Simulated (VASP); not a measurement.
The system is ZrB2.

```
CELL_PARAMETERS angstrom
3.17096 0.00000 0.00000
-1.58548 2.74613 0.00000
0.00000 0.00000 3.54279
ATOMIC_POSITIONS crystal
Zr 0.00000 0.00000 0.00000
B 0.33333 0.66667 0.50000
B 0.66667 0.33333 0.50000
```

Base run:

| Quantity | Value |
| --- | --- |
| Program | VASP 6.6.1 |
| Functional | r2SCAN |
| Potentials or basis | VASP PAW PBE potentials, release 64 (Zr_sv, B) |
| Cutoff | 520 eV |
| k mesh | 12 × 12 × 10 |
| Occupations | gaussian, width 0.05 eV |
| Spin | no spin polarisation |

Its results: band gap on the k mesh zero (band 9 reaches 11.24 eV, above the bottom of band 10 at 10.01 eV); pressure 0.1 GPa.

**Question.** The run is repeated on the same cell with these changes: functional from r2SCAN to PBEsol; further incar settings from ALGO = Normal; EDIFF = 1e-07; NBANDS = 16 to ALGO = Normal; EDIFF = 1e-06; NBANDS = 16. What comes out?

**Answer.** Band gap on the k mesh zero (band 9 reaches 10.93 eV, above the bottom of band 10 at 9.84 eV); pressure -4.5 GPa.

Caveats: the PAW data sets were made with another functional, which shifts forces and pressure a little.
